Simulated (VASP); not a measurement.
# BN (kl) (F-43m) in VASP: a series of runs

Runs on BN (kl). Level: LDA. Tasks: single point, relaxation of cell and atoms.

All numbers are computed with VASP 6.6.1; they aren't measurements. Logs are shortened: lines on timing, memory, paths and dates and some standing lists are left out, and cuts for length are marked.

## Step 1: The cell of the first run

The structure is cubic, space group F-43m (No. 216). The conventional cell has a = 3.626 Å, b = 3.626 Å, c = 3.626 Å, α = 90.00°, β = 90.00°, γ = 90.00°. B (site symmetry -43m) has 4 N at 1.57 Å within 2.1 Å. Within 2.1 Å of N (site symmetry -43m) lie 4 B at 1.57 Å.

## Step 2: Single point, LDA

Input file INCAR:

```
  PREC = Accurate
  ENCUT = 600
  EDIFF = 1E-6
  ISMEAR = 0
  SIGMA = 0.1
  LREAL = False
  LASPH = True
  NELM = 120
  ALGO = Normal
  ISIF = 2
  LWAVE = False
  LCHARG = False
  GGA = CA
  NBANDS = 11
  GGA_COMPAT = False
```

Input file KPOINTS:

```
regular mesh
0
Gamma
  8 8 8
```

Input file POSCAR:

```
BN
1.0
    0.0000000000      1.8130010000      1.8130010000
    1.8130010000      0.0000000000      1.8130010000
    1.8130010000      1.8130010000      0.0000000000
B N
1 1
Direct
    0.0000000000      0.0000000000      0.0000000000
    0.2500000000      0.2500000000      0.2500000000
```

Potentials or basis: VASP PAW LDA potentials, release 64 (B, N).

Run with:

```
> cat potpaw_LDA.64/B/POTCAR potpaw_LDA.64/N/POTCAR > POTCAR
> mpirun -np 1 vasp_std > vasp.out
```

OUTCAR:

```text
PREC = Accurate
   ENCUT = 600
   EDIFF = 1E-6
   ISMEAR = 0
   LREAL = False
   LASPH = True
   NELM = 120
   ISIF = 2
   GGA = CA

 ion  position               nearest neighbor table
   1  0.000  0.000  0.000-   2 1.57   2 1.57   2 1.57   2 1.57
   2  0.250  0.250  0.250-   1 1.57   1 1.57   1 1.57   1 1.57

  LATTYP: Found a face centered cubic cell.
 ALAT       =     3.6260020000

  Lattice vectors:

 A1 = (   0.0000000000,   1.8130010000,   1.8130010000)
 A2 = (   1.8130010000,   0.0000000000,   1.8130010000)
 A3 = (   1.8130010000,   1.8130010000,   0.0000000000)

Analysis of symmetry for initial positions (statically):
=====================================================================
 Subroutine PRICEL returns:
 Original cell was already a primitive cell.

 Routine SETGRP: Setting up the symmetry group for a
 face centered cubic supercell.

 Subroutine GETGRP returns: Found 24 space group operations
 (whereof 24 operations were pure point group operations)
 out of a pool of 48 trial point group operations.

The static configuration has the point symmetry T_d .

Analysis of symmetry for dynamics (positions and initial velocities):
=====================================================================
 Subroutine PRICEL returns:
 Original cell was already a primitive cell.

 Routine SETGRP: Setting up the symmetry group for a
 face centered cubic supercell.

 Subroutine GETGRP returns: Found 24 space group operations
 (whereof 24 operations were pure point group operations)
 out of a pool of 48 trial point group operations.

The dynamic configuration has the point symmetry T_d .

 Subroutine INISYM returns: Found 24 space group operations
 (whereof 24 operations are pure point group operations),
 and found     1 'primitive' translations

----------------------------------------------------------------------------------------

                                     Primitive cell

  volume of cell :      11.9186

  direct lattice vectors                    reciprocal lattice vectors
     0.000000000  1.813001000  1.813001000    -0.275785838  0.275785838  0.275785838
     1.813001000  0.000000000  1.813001000     0.275785838 -0.275785838  0.275785838
     1.813001000  1.813001000  0.000000000     0.275785838  0.275785838 -0.275785838

  length of vectors
     2.563970603  2.563970603  2.563970603     0.477675083  0.477675083  0.477675083

  position of ions in fractional coordinates (direct lattice)
     0.000000000  0.000000000  0.000000000
     0.250000000  0.250000000  0.250000000

  ion indices of the primitive-cell ions
   primitive index   ion index
                 1           1
                 2           2

----------------------------------------------------------------------------------------

 KPOINTS: regular mesh

Automatic generation of k-mesh.
 Grid dimensions read from file:
 generate k-points for:    8    8    8

 Generating k-lattice:

  Cartesian coordinates                     Fractional coordinates (reciprocal lattice)
    -0.034473230  0.034473230  0.034473230     0.125000000  0.000000000  0.000000000
     0.034473230 -0.034473230  0.034473230     0.000000000  0.125000000  0.000000000
     0.034473230  0.034473230 -0.034473230     0.000000000  0.000000000  0.125000000

  Length of vectors
     0.059709385  0.059709385  0.059709385

  Shift w.r.t. Gamma in fractional coordinates (k-lattice)
     0.000000000  0.000000000  0.000000000

 Subroutine IBZKPT returns following result:
 ===========================================

 Found     29 irreducible k-points:

 Following reciprocal coordinates:
            Coordinates               Weight
  0.000000  0.000000  0.000000      1.000000
  0.125000  0.000000  0.000000      8.000000
  0.250000  0.000000  0.000000      8.000000
  0.375000  0.000000  0.000000      8.000000
  0.500000  0.000000  0.000000      4.000000
  0.125000  0.125000  0.000000      6.000000
[... 16 lines left out ...]
  0.500000  0.250000  0.125000     48.000000
 -0.375000  0.250000  0.125000     24.000000
 [... further k-points ...]
   k-points           NKPTS =     29   k-points in BZ     NKDIM =     29   number of bands    NBANDS=     11
   number of dos      NEDOS =    301   number of ions     NIONS =      2
   total plane-waves  NPLWV =   8000
   dimension x,y,z NGX =    20 NGY =   20 NGZ =   20
   dimension x,y,z NGXF=    40 NGYF=   40 NGZF=   40
   ions per type =               1   1
   NGX,Y,Z   is equivalent  to a cutoff of  12.97, 12.97, 12.97 a.u.
   NGXF,Y,Z  is equivalent  to a cutoff of  25.94, 25.94, 25.94 a.u.
 SYSTEM =  unknown system
   PREC   = accura    normal or accurate (medium, high low for compatibility)
   ISTART =      0    job   : 0-new  1-cont  2-samecut
   ICHARG =      2    charge: 1-file 2-atom 10-const
   ISPIN  =      1    spin polarized calculation?
   LNONCOLLINEAR =      F non collinear calculations
   LSORBIT =      F    spin-orbit coupling
[... 55 lines left out ...]
 fundamental gap:      4.3333857817
 Fermi energy:         7.7902704190

 k-point     1 :       0.0000    0.0000    0.0000
  band No.  band energies     occupation
      1     -12.6917      2.00000
      2       7.2742      2.00000
      3       7.2742      2.00000
      4       7.2742      2.00000
      5      15.9151      0.00000
      6      15.9151      0.00000
      7      15.9151      0.00000
      8      17.5676      0.00000
      9      31.5932      0.00000
     10      34.9496      0.00000
     11      34.9496      0.00000

 k-point     2 :       0.1250    0.0000    0.0000
  band No.  band energies     occupation
      1     -12.3142      2.00000
      2       5.4230      2.00000
      3       6.8951      2.00000
      4       6.8951      2.00000
      5      16.3071      0.00000
      6      16.4802      0.00000
      7      16.4802      0.00000
      8      18.6976      0.00000
      9      31.0950      0.00000
     10      31.7206      0.00000
     11      31.7206      0.00000

 k-point     3 :       0.2500    0.0000    0.0000
  band No.  band energies     occupation
      1     -11.2167      2.00000
      2       1.8553      2.00000
      3       6.1507      2.00000
      4       6.1507      2.00000
      5      16.8118      0.00000
      6      17.4195      0.00000
      7      17.4195      0.00000
      8      20.6315      0.00000
      9      30.2450      0.00000
     10      30.6575      0.00000
     11      30.6575      0.00000

 k-point     4 :       0.3750    0.0000    0.0000
  band No.  band energies     occupation
      1      -9.5866      2.00000
      2      -1.5808      2.00000
      3       5.5588      2.00000
      4       5.5588      2.00000
      5      17.2144      0.00000
      6      17.7824      0.00000
      7      17.7824      0.00000
      8      21.8273      0.00000
      9      30.0491      0.00000
     10      32.1255      0.00000
     11      32.1255      0.00000

 k-point     5 :       0.5000    0.0000    0.0000
  band No.  band energies     occupation
      1      -8.4515      2.00000
      2      -3.3559      2.00000
      3       5.3439      2.00000
      4       5.3439      2.00000
      5      17.3647      0.00000
      6      17.7885      0.00000
      7      17.7885      0.00000
      8      22.1965      0.00000
      9      30.2203      0.00000
     10      33.6168      0.00000
     11      33.8216      0.00000
[... 211 lines left out ...]
 k-point    21 :       0.5000    0.5000    0.0000
  band No.  band energies     occupation
      1      -7.0868      2.00000
      2      -1.5509      2.00000
      3       2.3928      2.00000
      4       2.3928      2.00000
      5      11.6076      0.00000
      6      16.3680      0.00000
      7      24.8348      0.00000
      8      24.8348      0.00000
      9      27.6236      0.00000
     10      34.0204      0.00000
     11      40.5158      0.00000

 k-point    22 :       0.3750    0.2500    0.1250
  band No.  band energies     occupation
      1     -10.2802      2.00000
      2       1.6450      2.00000
      3       3.3583      2.00000
      4       5.2666      2.00000
      5      15.6783      0.00000
      6      18.9295      0.00000
      7      19.7221      0.00000
      8      20.3666      0.00000
      9      26.4200      0.00000
     10      32.5755      0.00000
     11      34.2433      0.00000

 k-point    23 :       0.5000    0.2500    0.1250
  band No.  band energies     occupation
      1      -8.7544      2.00000
      2      -0.8764      2.00000
      3       2.5621      2.00000
      4       4.3401      2.00000
      5      16.4819      0.00000
      6      18.4545      0.00000
      7      20.8417      0.00000
      8      21.6518      0.00000
      9      26.9724      0.00000
     10      32.1291      0.00000
     11      34.3472      0.00000

 k-point    24 :      -0.3750    0.2500    0.1250
  band No.  band energies     occupation
      1      -7.7471      2.00000
      2      -2.3661      2.00000
      3       2.4976      2.00000
      4       3.8358      2.00000
      5      16.6621      0.00000
      6      18.3026      0.00000
      7      21.4436      0.00000
      8      22.7646      0.00000
      9      26.3465      0.00000
     10      32.7025      0.00000
     11      34.3654      0.00000

 [... further k-points ...]
[... 5 lines left out ...]
  --------------------------------------------------------------------------------------
  -------------------------------------------------------------------------------------
  Total       -1.0090016     -1.0090016     -1.0090016      0.0000000      0.0000000      0.0000000
  in kB     -135.6370405   -135.6370405   -135.6370405      0.0000000      0.0000000      0.0000000
  external PRESSURE =    -135.6370405 kB  Pullay stress =       0.0000000 kB

 VOLUME and BASIS-vectors are now :
 -----------------------------------------------------------------------------
  energy-cutoff  :      600.00
  volume of cell :       11.92
      direct lattice vectors                 reciprocal lattice vectors
     0.000000000  1.813001000  1.813001000    -0.275785838  0.275785838  0.275785838
     1.813001000  0.000000000  1.813001000     0.275785838 -0.275785838  0.275785838
     1.813001000  1.813001000  0.000000000     0.275785838  0.275785838 -0.275785838

 POSITION                                       TOTAL-FORCE (eV/Angst)
 -----------------------------------------------------------------------------------
      0.00000      0.00000      0.00000        -0.000000     -0.000000     -0.000000
      0.90650      0.90650      0.90650         0.000000      0.000000      0.000000
 -----------------------------------------------------------------------------------
    total drift:                               -0.000000     -0.000000     -0.000000

  FREE ENERGIE OF THE ION-ELECTRON SYSTEM (eV)
  ---------------------------------------------------
  free  energy   TOTEN  =       -19.3988277224 eV

  energy  without entropy=      -19.3988277224  energy(sigma->0) =      -19.39882772
```

Run time: 2.9 s. Hardware: 1 thread of Intel Xeon Platinum 8488C (Sapphire Rapids), shared host; peak memory 0.11 GiB.

What came out:

```yaml
Free_energy: -19.3988 eV
Pressure: -13.6 GPa
Band_gap_on_the_k_mesh: 4.33 eV, indirect (least direct gap 8.64 eV)
```

Levels at points of the mesh, in eV from the valence-band top:
| k point | band 1 | band 2 | band 3 | band 4 | band 5 | band 6 | band 7 | band 8 | band 9 |
| --- | --- | --- | --- | --- | --- | --- | --- | --- | --- |
| (0.00, 0.00, 0.00) | -19.97 | 0.00 | 0.00 | 0.00 | 8.64 | 8.64 | 8.64 | 10.29 | 24.32 |
| (0.50, 0.00, 0.00) | -15.73 | -10.63 | -1.93 | -1.93 | 10.09 | 10.51 | 10.51 | 14.92 | 22.95 |
| (0.50, 0.50, 0.00) | -14.36 | -8.83 | -4.88 | -4.88 | 4.33 | 9.09 | 17.56 | 17.56 | 20.35 |

A k mesh can miss the band edges. A hybrid or GW would open this gap; LDA tends to underestimate it.

## Step 3: Single point, LDA

This run uses another cell than the first one, of 5.73 Å³/atom, 0.962 times its volume.

Input file INCAR:

```
PREC = Accurate
ENCUT = 600
EDIFF = 1E-6
ISMEAR = 0
SIGMA = 0.1
LREAL = F
LASPH = T
NELM = 120
ALGO = Normal
ISIF = 2
LWAVE = F
LCHARG = F
GGA = CA
NBANDS = 11
GGA_COMPAT = F
```

Input file KPOINTS:

```
Automatic mesh
0
Gamma
  10 10 10
```

Input file POSCAR:

```
BN
1.0
    0.0000000000      1.7899407191      1.7899407191
    1.7899407191      0.0000000000      1.7899407191
    1.7899407191      1.7899407191      0.0000000000
B N
1 1
Direct
    0.0000000000      0.0000000000      0.0000000000
    0.2500000000      0.2500000000      0.2500000000
```

Potentials or basis: VASP PAW LDA potentials, release 64 (B, N).

Run with:

```
> cat potpaw_LDA.64/B/POTCAR potpaw_LDA.64/N/POTCAR > POTCAR
> mpirun -np 1 vasp_std > vasp.out
```

Wall time 5.2 s (1 thread of Intel Xeon Platinum 8488C (Sapphire Rapids), shared host); peak memory 0.11 GiB.

It converged, with:

```yaml
Free_energy: -19.4163 eV
Pressure: 1.0 GPa
Band_gap_on_the_k_mesh: 4.38 eV, indirect (least direct gap 8.82 eV)
```

Levels at points of the mesh, in eV from the valence-band top:
| k point | band 1 | band 2 | band 3 | band 4 | band 5 | band 6 | band 7 | band 8 | band 9 |
| --- | --- | --- | --- | --- | --- | --- | --- | --- | --- |
| (0.00, 0.00, 0.00) | -20.40 | 0.00 | 0.00 | 0.00 | 8.82 | 8.82 | 8.82 | 10.92 | 25.05 |
| (0.50, 0.00, 0.00) | -15.98 | -10.98 | -2.00 | -2.00 | 10.60 | 10.73 | 10.73 | 15.31 | 23.51 |
| (0.50, 0.50, 0.00) | -14.57 | -9.08 | -5.07 | -5.07 | 4.38 | 9.31 | 18.15 | 18.15 | 21.01 |

A k mesh can miss the band edges.

## Step 4: Single point, LDA

This run uses another cell than the first one, of 5.73 Å³/atom, 0.962 times its volume.

Input file INCAR:

```
  PREC = Accurate
  ENCUT = 600
  EDIFF = 1E-6
  ISMEAR = 0
  SIGMA = 0.02
  LREAL = F
  LASPH = T
  NELM = 120
  ALGO = Normal
  ISIF = 2
  LWAVE = F
  LCHARG = F
  GGA = CA
  NBANDS = 11
  GGA_COMPAT = F
```

Input file KPOINTS:

```
Automatic mesh
0
Gamma
  12 12 12
```

POSCAR is that of step 3.

Run with:

```
> cat potpaw_LDA.64/B/POTCAR potpaw_LDA.64/N/POTCAR > POTCAR
> mpirun -np 1 vasp_std > vasp.out
```

Wall time 6.3 s (1 thread of Intel Xeon Platinum 8488C (Sapphire Rapids), shared host); peak memory 0.12 GiB.

Results (log left out):

```
Free energy            : -19.4162 eV
Pressure               : 1.0 GPa
Band gap on the k mesh : 4.38 eV, indirect (least direct gap 8.82 eV)
```

Levels at points of the mesh, in eV from the valence-band top:
```tsv
k point	band 2	band 3	band 4	band 5	band 6	band 7
(0.00, 0.00, 0.00)	0.00	0.00	0.00	8.82	8.82	8.82
(0.50, 0.00, 0.00)	-10.98	-2.00	-2.00	10.60	10.73	10.73
(0.50, 0.50, 0.00)	-9.08	-5.07	-5.07	4.38	9.31	18.15
```

A k mesh can miss the band edges.

## Step 5: Single point, LDA

This run uses another cell than the first one, of 5.73 Å³/atom, 0.962 times its volume.

Input file INCAR:

```
PREC     = Accurate       # precision mode
ENCUT    = 600            # plane-wave cutoff, eV
EDIFF    = 1E-6           # SCF threshold, eV
ISMEAR   = 0              # smearing method
SIGMA    = 0.02           # smearing width, eV
LREAL    = False          # projectors in reciprocal space
LASPH    = True           # aspherical terms in the spheres
NELM     = 120            # most SCF steps
ALGO     = Normal         # electronic algorithm
ISIF     = 2              # what is computed and relaxed
LWAVE    = False          # write WAVECAR
LCHARG   = True           # write CHGCAR
LELF     = True           # ELF
LVHAR    = True         
NBANDS   = 11             # bands
GGA_COMPAT= False
```

Input file KPOINTS:

```
regular mesh
0
Gamma
  12 12 12
```

POSCAR is that of step 4.

Run with:

```
> cat potpaw_LDA.64/B/POTCAR potpaw_LDA.64/N/POTCAR > POTCAR
> mpirun -np 1 vasp_std > vasp.out
```

Wall time 6.9 s (1 thread of Intel Xeon Platinum 8488C (Sapphire Rapids), shared host); peak memory 0.12 GiB.

The run converged. Its results:

```yaml
Free_energy: -19.4162 eV
Pressure: 1.0 GPa
Band_gap_on_the_k_mesh: 4.38 eV, indirect (least direct gap 8.82 eV)
```

Levels at points of the mesh, in eV from the valence-band top:
```tsv
k point	band 1	band 2	band 3	band 4	band 5	band 6	band 7	band 8
(0.00, 0.00, 0.00)	-20.40	0.00	0.00	0.00	8.82	8.82	8.82	10.92
(0.50, 0.00, 0.00)	-15.98	-10.98	-2.00	-2.00	10.60	10.73	10.73	15.31
(0.50, 0.50, 0.00)	-14.57	-9.08	-5.07	-5.07	4.38	9.31	18.15	18.15
```

A k mesh can miss the band edges. As with any semilocal functional, this LDA gap is likely too small.

## Step 6: Relaxation of cell and atoms, LDA

This run uses another cell than the first one, of 5.73 Å³/atom, 0.962 times its volume.

Input file INCAR:

```
SYSTEM = BN
PREC = Accurate ; ENCUT = 600
EDIFF = 1E-7 ; ISMEAR = 0
SIGMA = 0.02 ; LREAL = .False.
LASPH = .True. ; NELM = 120
ALGO = Normal ; ISIF = 3
LWAVE = .False. ; LCHARG = .False.
GGA = CA ; IBRION = 2
NSW = 100 ; EDIFFG = -0.002
GGA_COMPAT = .False. ; NELMIN = 4
```

Input file KPOINTS:

```
regular mesh
0
Gamma
  12 12 12
  0 0 0
```

POSCAR is that of step 5.

Potentials or basis: VASP PAW LDA potentials, release 64 (B, N).

Run with:

```
> cat potpaw_LDA.64/B/POTCAR potpaw_LDA.64/N/POTCAR > POTCAR
> mpirun -np 1 vasp_std > vasp.out
```

It took 9.8 s on 1 thread of Intel Xeon Platinum 8488C (Sapphire Rapids), shared host; peak memory 0.12 GiB.

It converged, with:

| Quantity | Value |
| --- | --- |
| Free energy | -19.4163 eV |
| Relaxed volume | 5.75 Å³/atom |
| Relaxed cell | a = 2.533 Å, b = 2.533 Å, c = 2.533 Å, α = 60.00°, β = 60.00°, γ = 60.00° |
| Space group after relaxing (to 0.05 Å) | F-43m (No. 216) |
| Energy gained by relaxing | 0.0 meV/atom |
| Ionic steps | 3 |
| Pressure after relaxing | 0.0 GPa |
| Band gap on the k mesh | 4.38 eV, indirect (least direct gap 8.81 eV) |

Final structure:
```xyz
2
Lattice="0.0000 1.7914 1.7914 1.7914 0.0000 1.7914 1.7914 1.7914 0.0000" Properties=species:S:1:pos:R:3 pbc="T T T"
B     0.0000    0.0000    0.0000
N     0.8957    0.8957    0.8957
```

Levels at points of the mesh, in eV from the valence-band top:
| k point | band 2 | band 3 | band 4 | band 5 | band 6 | band 7 |
| --- | --- | --- | --- | --- | --- | --- |
| (0.00, 0.00, 0.00) | 0.00 | 0.00 | 0.00 | 8.81 | 8.81 | 8.81 |
| (0.50, 0.00, 0.00) | -10.96 | -2.00 | -2.00 | 10.56 | 10.71 | 10.71 |
| (0.50, 0.50, 0.00) | -9.06 | -5.06 | -5.06 | 4.38 | 9.30 | 18.11 |

## Step 7: The runs side by side

| task | cell | k mesh | smearing | gap on the mesh (eV) | pressure (GPa) |
| --- | --- | --- | --- | --- | --- |
| single point | a = 2.564 Å, angles 60.0°, 2 atoms | 8 × 8 × 8 | gaussian 0.1 eV | 4.33 | -13.6 |
| single point | a = 2.531 Å, angles 60.0°, 2 atoms | 10 × 10 × 10 | gaussian 0.1 eV | 4.38 | 1.0 |
| single point | a = 2.531 Å, angles 60.0°, 2 atoms | 12 × 12 × 12 | gaussian 0.02 eV | 4.38 | 1.0 |
| relaxation of cell and atoms | relaxed from a = 2.531 Å, angles 60.0°, 2 atoms | 12 × 12 × 12 | gaussian 0.02 eV | 4.38 | 0.0 |

Alike in all rows: level LDA; potentials or basis VASP PAW LDA potentials, release 64 (B, N); no spin polarisation; cutoff (eV) 600.

Total energies depend on the potentials used, so only differences within one code and one set of settings carry meaning.
